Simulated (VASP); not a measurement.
Wanted: the native input for a VASP 6.6.1 run.

| Property | Result |
| --- | --- |
| Task | single point |
| Functional | PBE |
| Potentials or basis | VASP PAW PBE potentials, release 64 (K_sv) |
| Cutoff | 520 eV |
| k mesh | 14 × 14 × 14 |
| Occupations | gaussian, width 0.15 eV |
| Spin | no spin polarisation |
| Dipole correction | no |
| Further INCAR settings | ALGO = Fast; EDIFF = 1e-06; NBANDS = 10 |

The structure of K lies in POSCAR:

```
K
1.0
   -2.6703600000      2.6703600000      2.6180000000
    2.6703600000     -2.6703600000      2.6180000000
    2.5656400000      2.5656400000     -2.6180000000
K
1
Direct
    0.0000000000      0.0000000000      0.0000000000
```

This cell differs from its parent crystal: strain -0.0400 x Voigt [0, 0, 0, 0, 0, 1].

These files were run (other wordings do the same):

INCAR

```
PREC = Accurate
ENCUT = 520
EDIFF = 1E-6
ISMEAR = 0
SIGMA = 0.15
LREAL = F
LASPH = T
NELM = 80
ALGO = Fast
ISIF = 2
LWAVE = F
LCHARG = T
GGA = PE
LELF = T
LVHAR = T
NBANDS = 10
```

KPOINTS

```
regular mesh
0
Gamma
  14 14 14
```

Potentials or basis: VASP PAW PBE potentials, release 64 (K_sv).

The run is started by

```console
$ cat potpaw_PBE.64/K_sv/POTCAR > POTCAR
$ mpirun -np 1 vasp_std > vasp.out
```

It gave:

```
Pressure               : 0.1 GPa
Band gap on the k mesh : zero (an odd number of electrons rules out a gap without spin polarisation)
```

Caveat: the cell differs from its parent crystal (strain -0.0400 x Voigt [0, 0, 0, 0, 0, 1]).

It took 2.9 min on 1 thread of AMD EPYC 9R45 96-Core Processor (Zen 5), with other jobs on the host, peak memory 0.39 GiB.
